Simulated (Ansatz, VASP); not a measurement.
**One calculation of TiO2, two programs**

```
Ti O
1.0
     2.71354   -2.71362   -0.02025
     2.71354    2.71362   -0.02025
    -2.67673    0.00000    4.93584
Ti O
2 4
Direct
  0.12501 0.87499 0.25000
  0.87499 0.12501 0.75000
  0.34556 0.09558 0.69113
  0.65444 0.90442 0.30887
  0.90442 0.65444 0.80887
  0.09558 0.34556 0.19113
```

Alike in both runs: task single point; functional PBE; k mesh 6 × 6 × 6; occupations gaussian, width 0.05 eV; no spin polarisation; Hubbard terms Ti d U = 4.0 eV.

|  | VASP | Ansatz |
| --- | --- | --- |
| version | VASP 6.6.1 | Ansatz 0.2.0 |
| potentials or method | VASP PAW PBE potentials, release 64 (Ti_sv, O), cutoff 520 eV | scalar-relativistic, plane waves, PAW |
| valence electrons in the cell | 48 | 48 |

VASP gave:

```
gap on the k mesh at the Fermi level (eV)                     : 2.08
least direct gap on the mesh (eV)                             : 2.75
pressure (GPa)                                                : -3.2
traceless stress, the component that is largest in VASP (GPa) : -11.85
rms of the force components (eV/Å)                            : 0.690
```

Question: Estimate Ansatz's values.

Answer: gap on the k mesh at the Fermi level (eV): 2.00; least direct gap on the mesh (eV): 2.67; pressure (GPa): -6.9; traceless stress, the component that is largest in VASP (GPa): -9.81; rms of the force components (eV/Å): 0.723.

The programs project onto different local orbitals, so the same U acts differently, and such runs can settle in different states. Atom by atom the forces differ by 0.033 eV/Å (rms over components).
